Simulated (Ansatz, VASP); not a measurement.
**Hf3ZrTe8 in VASP and in Ansatz**

```
Zr Hf Te
1.0
     7.15902   -3.97689    0.00000
     7.15902    3.97689    0.00000
    -0.00402    0.00000    6.89034
Zr Hf Te
1 3 8
Direct
  0.50000 0.50000 0.00000
  0.00000 0.00000 0.00000
  0.74953 0.25047 0.50000
  0.25047 0.74953 0.50000
  0.12364 0.12364 0.33319
  0.62441 0.62441 0.33552
  0.87586 0.37276 0.83225
  0.37276 0.87586 0.83225
  0.12414 0.62724 0.16775
  0.62724 0.12414 0.16775
  0.87636 0.87636 0.66682
  0.37559 0.37559 0.66448
```

Alike in both runs: functional PBE; k mesh 6 × 6 × 6; occupations gaussian, width 0.1 eV; no spin polarisation.

Ansatz relaxed the structure, and its values are those at the end. VASP's run is a single point on that final structure, the one shown.

|  | VASP | Ansatz |
| --- | --- | --- |
| version | VASP 6.6.1 | Ansatz 0.2.0 |
| potentials or method | VASP PAW PBE potentials, release 64 (Zr_sv, Hf_pv, Te), cutoff 520 eV | scalar-relativistic, plane waves, PAW |
| valence electrons in the cell | 90 | 218 |

|  | VASP | Ansatz | Ansatz less VASP |
| --- | --- | --- | --- |
| gap on the k mesh at the Fermi level (eV) | none | none | - |
| pressure (GPa) | -0.1 | 0.0 | +0.12 |
| rms of the force components (eV/Å) | 0.010 | 0.001 | -0.0087 |

A gap of «none» marks a metal or a gap that the smearing closes. VASP's potentials hold 90 valence electrons a cell and Ansatz's 218, so a difference there can come from the potentials and not from the codes.

Neither program's run includes spin-orbit coupling.
